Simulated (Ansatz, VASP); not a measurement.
## Two plane-wave programs on FeCo

Contents of INCAR:

```
SYSTEM = FeCo
PREC = Accurate
ENCUT = 600
EDIFF = 1E-6
ISMEAR = 0
SIGMA = 0.1
LREAL = .FALSE.
LASPH = .TRUE.
NELM = 200
ALGO = Normal
ISIF = 2
LWAVE = .FALSE.
LCHARG = .FALSE.
ISPIN = 2
MAGMOM = 3.09 2.02
LORBIT = 11
LMAXMIX = 4
GGA = PE
NBANDS = 20
GGA_COMPAT = .FALSE.
```

Contents of KPOINTS:

```
regular mesh
0
G
  14 14 14
  0 0 0
```

File POSCAR:

```
FeCo
1.0
    2.8730467818      0.0000000000      0.0000000000
    0.0000000000      2.8730467818      0.0000000000
    0.0000000000      0.0000000000      2.8730467818
Fe Co
1 1
Direct
    0.5000000000      0.5000000000      0.5000000000
    0.0000000000      0.0000000000      0.0000000000
```

Input for Ansatz:

```yaml
crystal:
  lattice:
    - [2.8730467788, 0.0, 0.0]
    - [0.0, 2.8730467788, 0.0]
    - [0.0, 0.0, 2.8730467788]
  atoms:
    - { symbol: Fe, position: [0.5, 0.5, 0.5], spin: 3.09 }
    - { symbol: Co, position: [0.0, 0.0, 0.0], spin: 2.02 }
basis:
  ecutwfc: 420
kpoints:
  mp_grid: { grid: [14, 14, 14] }
hamiltonian:
  xc: pbe
scf:
  occupations: { method: gaussian, width: 0.1 }
output:
  forces: true
  stress: true
  eigenvalues: true
  populations: true
magnetization:
  spin_polarized: true
```

Alike in both runs: task single point; functional PBE; k mesh 14 × 14 × 14; occupations gaussian, width 0.1 eV; collinear spin.

|  | VASP | Ansatz |
| --- | --- | --- |
| version | VASP 6.6.1 | Ansatz 0.2.0 |
| potentials or method | VASP PAW PBE potentials, release 64 (Fe, Co), cutoff 600 eV | scalar-relativistic, plane waves, PAW |
| valence electrons in the cell | 17 | 33 |

VASP gave:

* gap on the k mesh at the Fermi level (eV): none
* pressure (GPa): -5.9
* net moment per atom (μB): 2.27
* size of the moment on the site where the two differ most (μB): 1.77

**Question.** What did Ansatz give for the same quantities?

**Answer.** gap on the k mesh at the Fermi level (eV): none; pressure (GPa): -5.5; net moment per atom (μB): 2.28; size of the moment on the site where the two differ most (μB): 1.84.

Site moments also hang on the region over which each program counts them. A gap of «none» marks a metal or a gap that the smearing closes. The functional is the same, so the differences come from potentials, cutoffs and numerics. VASP's potentials hold 17 valence electrons a cell and Ansatz's 33, so a difference there can come from the potentials and not from the codes.
